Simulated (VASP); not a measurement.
Wanted: the native input for a VASP 6.6.1 run.

* Task: single point
* Functional: PBEsol
* Potentials or basis: VASP PAW PBE potentials, release 64 (Be)
* Cutoff: 520 eV
* k mesh: 18 × 18 × 10
* Occupations: gaussian, width 0.1 eV
* Spin: no spin polarisation
* Dipole correction: no
* Further INCAR settings: ALGO = Normal; EDIFF = 1e-07; NBANDS = 9

The structure of Be lies in POSCAR:

```
Be
1.0
    2.3954831977      0.1379701191      0.0000000000
   -1.0782559708      1.8675981722      0.0000000000
    0.0000000000      0.0000000000      3.8291610510
Be
2
Direct
    0.4086561997      0.7043280999      0.2500000000
    0.5913438003      0.2956719001      0.7500000000
```

This cell differs from its parent crystal: strained and its atoms moved.

These files were run (other wordings do the same):

INCAR

```
SYSTEM = Be
ALGO = Normal
EDIFF = 1E-7
ENCUT = 520
GGA = PS
ISIF = 2
ISMEAR = 0
LASPH = .TRUE.
LCHARG = .FALSE.
LREAL = .FALSE.
LWAVE = .FALSE.
NBANDS = 9
NELM = 80
PREC = Accurate
SIGMA = 0.1
```

KPOINTS

```
k-points
0
G
  18 18 10
  0 0 0
```

Potentials or basis: VASP PAW PBE potentials, release 64 (Be).

Command:

```console
$ cat potpaw_PBE.64/Be/POTCAR > POTCAR
$ mpirun -np 1 vasp_std > vasp.out
```

Results of the run:

- Pressure: -7.0 GPa
- Largest force: 0.465 eV/Å
- Band gap on the k mesh: zero (band 2 reaches 7.26 eV, above the bottom of band 3 at 5.41 eV)

Caveat: the cell differs from its parent crystal (strained and its atoms moved); the PAW data sets were made with another functional, which shifts forces and pressure a little.

Run time: 34 s on 1 thread of Intel(R) Xeon(R) Platinum 8488C (Sapphire Rapids), on a shared host, peak memory 0.18 GiB.
